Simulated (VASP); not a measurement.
A run of VASP 6.6.1 is set up as follows.

Contents of INCAR:

```
SYSTEM = GaN
ALGO     = Normal         ! electronic algorithm
EDIFF    = 1E-7           ! SCF threshold, eV
ENCUT    = 520            ! plane-wave cutoff, eV
GGA      = PE             ! functional
ISIF     = 2              ! what is computed and relaxed
ISMEAR   = 0              ! smearing method
LASPH    = .TRUE.         ! aspherical terms in the spheres
LCHARG   = .FALSE.        ! write CHGCAR
LREAL    = .FALSE.        ! projectors in reciprocal space
LWAVE    = .FALSE.        ! write WAVECAR
NBANDS   = 16             ! bands
NELM     = 100            ! most SCF steps
PREC     = Accurate       ! precision mode
SIGMA    = 0.05           ! smearing width, eV
```

The input KPOINTS:

```
k-points
0
G
  10 10 10
  0 0 0
```

File POSCAR:

```
GaN
1.0
    0.0000000000      2.2742384873      2.1377841781
    2.2742384873      0.0000000000      2.1377841781
    2.2742384873      2.2742384873      0.0000000000
Ga N
1 1
Direct
    0.0000000000      0.0000000000      0.0000000000
    0.7500000000      0.7500000000      0.7500000000
```

Potentials or basis: VASP PAW PBE potentials, release 64 (Ga_d, N).

Command:

```bash
$ cat potpaw_PBE.64/Ga_d/POTCAR potpaw_PBE.64/N/POTCAR > POTCAR
$ mpirun -np 1 vasp_std > vasp.out
```

(1) What does it give for the band gap on the k mesh?

(2) Estimate the pressure.

Answers

(1) 1.77 eV, direct.

(2) 11.9 GPa.

Caveat: the cell differs from its parent crystal (strain -0.0600 x Voigt [0, 0, 1, 0, 0, 0]).
